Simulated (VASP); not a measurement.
# F (C2/c) in VASP: notebook

The runs below take F through single point, with LDA.

Program: VASP 6.6.1. These are calculated values, not measurements. Logs are shortened: lines on timing, memory, paths and dates and some standing lists are left out, and cuts for length are marked.

### 1 The cell of the first run

It takes space group C2/c (No. 15, monoclinic). The conventional cell has a = 4.704 Å, b = 2.923 Å, c = 5.862 Å, α = 90.00°, β = 90.84°, γ = 90.00°. Within 1.8 Å of F (site symmetry 1) lie 1 F at 1.34 Å.

### 2 Single point, LDA (volume scaled by 0.88)

INCAR

```
  ALGO = Normal
  EDIFF = 1E-6
  ENCUT = 520
  ISIF = 2
  ISMEAR = -1
  LASPH = T
  LCHARG = T
  LELF = T
  LREAL = F
  LVHAR = T
  LWAVE = F
  NBANDS = 22
  NELM = 80
  PREC = Accurate
  SIGMA = 0.05
```

KPOINTS

```
k-points
0
Gamma
  11 11 5
```

POSCAR

```
F
1.0
    2.3396046506     -1.4613508865      0.2402500090
    2.3396046506      1.4613508865      0.2402500090
   -0.6839728318      0.0000000000      5.8219924323
F
4
Direct
    0.8967117595      0.6044793703      0.1022110163
    0.3955206297      0.1032882405      0.3977889837
    0.1032882405      0.3955206297      0.8977889837
    0.6044793703      0.8967117595      0.6022110163
```

Potentials or basis: VASP PAW LDA potentials, release 64 (F).

Run with:

```console
$ cat potpaw_LDA.64/F/POTCAR > POTCAR
$ mpirun -np 1 vasp_std > vasp.out
```

OUTCAR:

```text
EDIFF = 1E-6
   ENCUT = 520
   ISIF = 2
   ISMEAR = -1
   LASPH = T
   LREAL = F
   NELM = 80
   PREC = Accurate

 ion  position               nearest neighbor table
   1  0.897  0.604  0.102-   3 1.34
   2  0.396  0.103  0.398-   4 1.34
   3  0.103  0.396  0.898-   1 1.34
   4  0.604  0.897  0.602-   2 1.34

  LATTYP: Found a base centered monoclinic cell.
 ALAT       =     4.7038154674
 B/A-ratio  =     0.6213470306
 C/A-ratio  =     1.2462290795
 COS(beta)  =    -0.0146147026

  Lattice vectors:

 A1 = (   2.3396046506,  -1.4613508865,   0.2402500090)
 A2 = (   2.3396046506,   1.4613508865,   0.2402500090)
 A3 = (  -0.6839728318,   0.0000000000,   5.8219924323)

Analysis of symmetry for initial positions (statically):
=====================================================================
 Subroutine PRICEL returns:
 Original cell was already a primitive cell.

 Routine SETGRP: Setting up the symmetry group for a
 base centered monoclinic supercell.

 Subroutine GETGRP returns: Found  4 space group operations
 (whereof  2 operations were pure point group operations)
 out of a pool of  4 trial point group operations.

The static configuration has the point symmetry S_2 .
 The point group associated with its full space group is C_2h.

Analysis of symmetry for dynamics (positions and initial velocities):
=====================================================================
 Subroutine PRICEL returns:
 Original cell was already a primitive cell.

 Routine SETGRP: Setting up the symmetry group for a
 base centered monoclinic supercell.

 Subroutine GETGRP returns: Found  4 space group operations
 (whereof  2 operations were pure point group operations)
 out of a pool of  4 trial point group operations.

The dynamic configuration has the point symmetry S_2 .
 The point group associated with its full space group is C_2h.

 Subroutine INISYM returns: Found  4 space group operations
 (whereof  2 operations are pure point group operations),
 and found     1 'primitive' translations

----------------------------------------------------------------------------------------

                                     Primitive cell
[... 84 lines left out ...]
   NGXF,Y,Z  is equivalent  to a cutoff of  28.82, 28.82, 27.23 a.u.
 SYSTEM =  unknown system
   PREC   = accura    normal or accurate (medium, high low for compatibility)
   ISTART =      0    job   : 0-new  1-cont  2-samecut
   ICHARG =      2    charge: 1-file 2-atom 10-const
   ISPIN  =      1    spin polarized calculation?
   LNONCOLLINEAR =      F non collinear calculations
   LSORBIT =      F    spin-orbit coupling
   LASPH  =      T    aspherical Exc in radial PAW
   ENCUT  =  520.0 eV  38.22 Ry    6.18 a.u.   5.15  5.15 10.90*2*pi/ulx,y,z
   NELM   =     80;   NELMIN=  2; NELMDL= -5     # of ELM steps
   EDIFF  = 0.1E-05   stopping-criterion for ELM
   LREAL  =      F    real-space projection
   EDIFFG = 0.1E-04   stopping-criterion for IOM
   NSW    =      0    number of steps for IOM
   IBRION =     -1    ionic relax: 0-MD 1-quasi-New 2-CG
   NFREE  =      0    steps in history (QN), initial steepest desc. (CG)
   ISIF   =      2    stress and relaxation
   ISYM   =      2    0-nonsym 1-usesym 2-fastsym
   POTIM  = 0.5000    time-step for ionic-motion
   TEBEG  =    0.0;   TEEND  =   0.0 temperature during run
   PSTRESS=    0.0 pullay stress
   NELECT =      28.0000    total number of electrons
   NUPDOWN=      -1.0000    fix difference up-down
   EMIN   =  10.00;   EMAX   =-10.00  energy-range for DOS
   EFERMI =   0.00;   METHOD = LEGACY
   ISMEAR =    -1;   SIGMA  =   0.05  broadening in eV -4-tet -1-fermi 0-gaus
   EFERMI_NEDOS =   21; number of points for ismear=-14 and -15
   IALGO  =     38    algorithm
   IMIX   =      4    mixing-type and parameters
     AMIX     =   0.40;   BMIX     =  1.00
     AMIX_MAG =   1.60;   BMIX_MAG =  1.00
  volume/ion in A,a.u.               =      10.07        67.97
  Fermi-wavevector in a.u.,A,eV,Ry     =   1.450080  2.740254 28.609409  2.102732
  Thomas-Fermi vector in A             =   2.567733
   LORBIT       =      0    0 simple, 1 ext, 2 COOP (PROOUT), +10 PAW based schemes
   GGA     = CA    functional components
   LHFCALC =     F    Hartree Fock is set to
   AEXX    =    0.0000 exact exchange contribution
   IVDW    =     0    specifies the selected vdW correction
   LEPSILON=     F    determine dielectric tensor
   LRPA    =     F    only Hartree local field effects (RPA)
 non-spin polarized calculation
  energy-cutoff  :      520.00
  volume of cell :       40.29
 maximum number of plane-waves:      1101
 NGX is ok and might be reduce to    24
   NGX = 11   NGY = 11   NGZ = 21

 number of electron      27.9999977 magnetization

 Free energy of the ion-electron system (eV)
  ---------------------------------------------------
  ext. energy  EPLUGINS =         0.00000000
  ---------------------------------------------------
  free energy    TOTEN  =        -8.43726965 eV

  energy without entropy =       -8.43726965  energy(sigma->0) =       -8.43726965

 E-fermi :  -1.2437     XC(G=0): -10.7220

 val. band max:       -2.3752817258   @ k =   0.0000   0.0000   0.0000
 cond. band min:       0.8756452242   @ k =   0.0000   0.0000   0.0000
 fundamental gap:      3.2509269499
 Fermi energy:        -1.2436723488

 k-point     1 :       0.0000    0.0000    0.0000
  band No.  band energies     occupation
      1     -29.1259      2.00000
      2     -28.6747      2.00000
      3     -21.4619      2.00000
      4     -20.0059      2.00000
      5     -10.7556      2.00000
      6      -8.6286      2.00000
[... 589 lines left out ...]
     21      18.2677      0.00000
     22      18.5247      0.00000

 [... further k-points ...]
[... 5 lines left out ...]
  --------------------------------------------------------------------------------------
  -------------------------------------------------------------------------------------
  Total        0.4293144      2.6187191      8.0015141      0.0000000      0.0000000     -0.8532631
  in kB       17.0718078    104.1340926    318.1824371      0.0000000      0.0000000    -33.9302465
  external PRESSURE =     146.4627792 kB  Pullay stress =       0.0000000 kB

 VOLUME and BASIS-vectors are now :
 -----------------------------------------------------------------------------
  energy-cutoff  :      520.00
  volume of cell :       40.29
      direct lattice vectors                 reciprocal lattice vectors
     2.339604651 -1.461350887  0.240250009     0.211163859 -0.342149175  0.024807717
     2.339604651  1.461350887  0.240250009     0.211163859  0.342149175  0.024807717
    -0.683972832  0.000000000  5.821992432    -0.017427752  0.000000000  0.169715077

 POSITION                                       TOTAL-FORCE (eV/Angst)
 -----------------------------------------------------------------------------------
      3.44228     -0.42705      0.95573        -0.308529      1.481014      2.737963
      0.89494     -0.42705      2.43576         0.308529      1.481014     -2.737963
      0.55295      0.42705      5.34676         0.308529     -1.481014     -2.737963
      3.10030      0.42705      3.86673        -0.308529     -1.481014      2.737963
 -----------------------------------------------------------------------------------
    total drift:                               -0.000000     -0.000000     -0.000000

  FREE ENERGIE OF THE ION-ELECTRON SYSTEM (eV)
  ---------------------------------------------------
  free  energy   TOTEN  =        -8.4372696458 eV

  energy  without entropy=       -8.4372696458  energy(sigma->0) =       -8.43726965
```

Run time: 63 s. Hardware: 1 thread of AMD EPYC 9R45 (Zen 5), shared host; peak memory 0.18 GiB.

What came out:

| Property | Result |
| --- | --- |
| Free energy | -8.4373 eV |
| Pressure | 14.6 GPa |
| Largest force | 3.128 eV/Å |
| Band gap on the k mesh | 3.25 eV, direct |

Forces in eV/Å, atoms in the order of the input:
```
F   -0.309  1.481  2.738
F    0.309  1.481 -2.738
F    0.309 -1.481 -2.738
F   -0.309 -1.481  2.738
```

Caveat: forces of over 1 eV/Å act on the atoms, so gaps and moduli don't describe the material at rest.

### 3 Single point, LDA (volume scaled by 0.92)

INCAR

```
  PREC = Accurate
  ENCUT = 520
  EDIFF = 1E-6
  ISMEAR = -1
  SIGMA = 0.05
  LREAL = F
  LASPH = T
  NELM = 60
  ALGO = Normal
  ISIF = 2
  LWAVE = F
  LCHARG = F
  GGA = CA
  NBANDS = 22
```

KPOINTS

```
regular mesh
0
Gamma
  11 11 5
```

POSCAR

```
F
1.0
    2.3745292719     -1.4831653099      0.2438363588
    2.3745292719      1.4831653099      0.2438363588
   -0.6941828868      0.0000000000      5.9089006546
F
4
Direct
    0.8967117595      0.6044793703      0.1022110163
    0.3955206297      0.1032882405      0.3977889837
    0.1032882405      0.3955206297      0.8977889837
    0.6044793703      0.8967117595      0.6022110163
```

Potentials or basis: VASP PAW LDA potentials, release 64 (F).

Run with:

```console
$ cat potpaw_LDA.64/F/POTCAR > POTCAR
$ mpirun -np 1 vasp_std > vasp.out
```

OUTCAR:

```text
PREC = Accurate
   ENCUT = 520
   EDIFF = 1E-6
   ISMEAR = -1
   LREAL = F
   LASPH = T
   NELM = 60
   ISIF = 2
   GGA = CA

 ion  position               nearest neighbor table
   1  0.897  0.604  0.102-   3 1.36
   2  0.396  0.103  0.398-   4 1.36
   3  0.103  0.396  0.898-   1 1.36
   4  0.604  0.897  0.602-   2 1.36

  LATTYP: Found a base centered monoclinic cell.
 ALAT       =     4.7740320204
 B/A-ratio  =     0.6213470306
 C/A-ratio  =     1.2462290795
 COS(beta)  =    -0.0146147026

[... 200 lines left out ...]
      6      -8.9242      2.00000
[... 589 lines left out ...]
     21      17.6605      0.00000
     22      17.8589      0.00000

 [... further k-points ...]
[... 5 lines left out ...]
  --------------------------------------------------------------------------------------
  -------------------------------------------------------------------------------------
  Total        0.1768537      1.6470993      5.3645813      0.0000000      0.0000000     -0.5815697
  in kB        6.7268709     62.6496505    204.0491086      0.0000000      0.0000000    -22.1207910
  external PRESSURE =      91.1418767 kB  Pullay stress =       0.0000000 kB

 VOLUME and BASIS-vectors are now :
 -----------------------------------------------------------------------------
  energy-cutoff  :      520.00
  volume of cell :       42.12
      direct lattice vectors                 reciprocal lattice vectors
     2.374529272 -1.483165310  0.243836359     0.208058057 -0.337116838  0.024442845
     2.374529272  1.483165310  0.243836359     0.208058057  0.337116838  0.024442845
    -0.694182887  0.000000000  5.908900655    -0.017171424  0.000000000  0.167218904

 POSITION                                       TOTAL-FORCE (eV/Angst)
 -----------------------------------------------------------------------------------
      3.49367     -0.43343      0.97000        -0.213577      1.013343      1.891957
      0.90830     -0.43343      2.47212         0.213577      1.013343     -1.891957
      0.56121      0.43343      5.42657         0.213577     -1.013343     -1.891957
      3.14658      0.43343      3.92445        -0.213577     -1.013343      1.891957
 -----------------------------------------------------------------------------------
    total drift:                                0.000000      0.000000     -0.000000

  FREE ENERGIE OF THE ION-ELECTRON SYSTEM (eV)
  ---------------------------------------------------
  free  energy   TOTEN  =        -8.5813219600 eV

  energy  without entropy=       -8.5813219600  energy(sigma->0) =       -8.58132196
```

stdout:

```text
POSCAR found type information on POSCAR F
 POSCAR found :  1 types and       4 ions
 scaLAPACK will be used
 LDA part: xc-table for (Slater(with rela. corr.)+CA(PZ))
 , standard interpolation
 POSCAR, INCAR and KPOINTS ok, starting setup
 FFT: planning ... GRIDC
 FFT: planning ... GRID_SOFT
 FFT: planning ... GRID
 WAVECAR not read
 entering main loop
```

Run time: 60 s. Hardware: 1 thread of AMD EPYC 9R45 (Zen 5), shared host; peak memory 0.18 GiB.

Results:

```
Free energy            : -8.5813 eV
Pressure               : 9.1 GPa
Largest force          : 2.157 eV/Å
Band gap on the k mesh : 2.99 eV, direct
```

Forces in eV/Å, atoms in the order of the input:
```
F   -0.214  1.013  1.892
F    0.214  1.013 -1.892
F    0.214 -1.013 -1.892
F   -0.214 -1.013  1.892
```

Caveat: forces of over 1 eV/Å act on the atoms, so gaps and moduli don't describe the material at rest. A k mesh can miss the band edges.

(Continued in part 2 of 2.)
